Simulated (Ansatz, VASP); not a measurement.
GaGe: VASP beside Ansatz

The input INCAR:

```
ALGO = Normal
EDIFF = 1E-7
ENCUT = 520
GGA_COMPAT = False
ISIF = 2
ISMEAR = 0
LASPH = True
LCHARG = False
LORBIT = 11
LORBMOM = True
LREAL = False
LSORBIT = True
LWAVE = False
MAGMOM = 0 0 0 0 0 0
NBANDS = 39
NELM = 150
PREC = Accurate
SIGMA = 0.01
```

File KPOINTS:

```
k-points
0
Gamma
  6 6 6
```

The input POSCAR:

```
GaGe
1.0
    0.0000000000      2.7769574569      2.7769574569
    2.7769574569      0.0000000000      2.7769574569
    2.7769574569      2.7769574569      0.0000000000
Ge Ga
1 1
Direct
    0.0000000000      0.0000000000      0.0000000000
    0.2500000000      0.2500000000      0.2500000000
```

Contents of input.yaml:

```yaml
crystal:
  lattice:
    - [0.0, 2.7769574569, 2.7769574569]
    - [2.7769574569, 0.0, 2.7769574569]
    - [2.7769574569, 2.7769574569, 0.0]
  atoms:
    - { symbol: Ge, position: [0.0, 0.0, 0.0] }
    - { symbol: Ga, position: [0.25, 0.25, 0.25] }
kpoints:
  mp_grid: { grid: [6, 6, 6] }
scf:
  occupations: { method: gaussian, width: 0.01 }
hamiltonian:
  xc: lda
  pseudopotentials: { kind: all_electron, lapw: { basis_error: 0.001 } }
magnetization:
  noncollinear: true
  spin_orbit: true
output:
  forces: true
  stress: true
  eigenvalues: true
  populations: true
```

Change from the starting cell: volume scaled by 0.88.

Alike in both runs: functional LDA; k mesh 6 × 6 × 6; occupations gaussian, width 0.01 eV; non-collinear spin, spin-orbit coupling.

|  | VASP | Ansatz |
| --- | --- | --- |
| version | VASP 6.6.1 | Ansatz 0.2.0 |
| potentials or method | VASP PAW LDA potentials, release 64 (Ge_d, Ga_d), cutoff 520 eV | all-electron LAPW, relativistic spinors |
| task | single point | atomic charges |

```csv
,VASP,Ansatz,Ansatz less VASP
pressure (GPa),3.3,3.1,-0.17
net moment per atom (μB),0.00,0.00,0.000
```

LDA's correlation is that of Perdew and Zunger in VASP and of Perdew and Wang (1992) in Ansatz. Ansatz ran all-electron here, and VASP with PAW potentials.

Noted on Ansatz's run: the k mesh is thin for a metal, which can move the energy by tens of meV per atom.
